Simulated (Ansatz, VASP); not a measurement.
Two plane-wave programs on Al

```xyz
2
Lattice="4.4916 0.0000 0.0000 -2.2458 3.8898 0.0000 0.0000 0.0000 2.7226" Properties=species:S:1:pos:R:3 pbc="T T T"
Al    0.0000    2.5932    0.0000
Al    2.2458    1.2966    0.0000
```

Alike in both runs: functional PBEsol-based screened hybrid; k mesh 4 × 4 × 5; occupations fermi-dirac, width 0.05 eV; no spin polarisation.

```csv
,VASP,Ansatz
version,VASP 6.6.1,Ansatz 0.2.0
potentials or method,"VASP PAW PBE potentials, release 64 (Al)",Ansatz PAW
plane-wave cutoff (eV),520,420
valence electrons in the cell,6,6
task,single point,band structure
```

|  | VASP | Ansatz | Ansatz less VASP |
| --- | --- | --- | --- |
| gap on the k mesh at the Fermi level (eV) | none | none | - |
| pressure (GPa) | 1.1 | 1.1 | -0.02 |
| traceless stress, the component that is largest in VASP (GPa) | 3.10 | 3.16 | +0.062 |

VASP's potentials were made for PBE, not for PBEsol-based screened hybrid. A gap of «none» marks a metal or a gap that the smearing closes.

The k mesh is coarse, so the values compare programs but aren't converged.
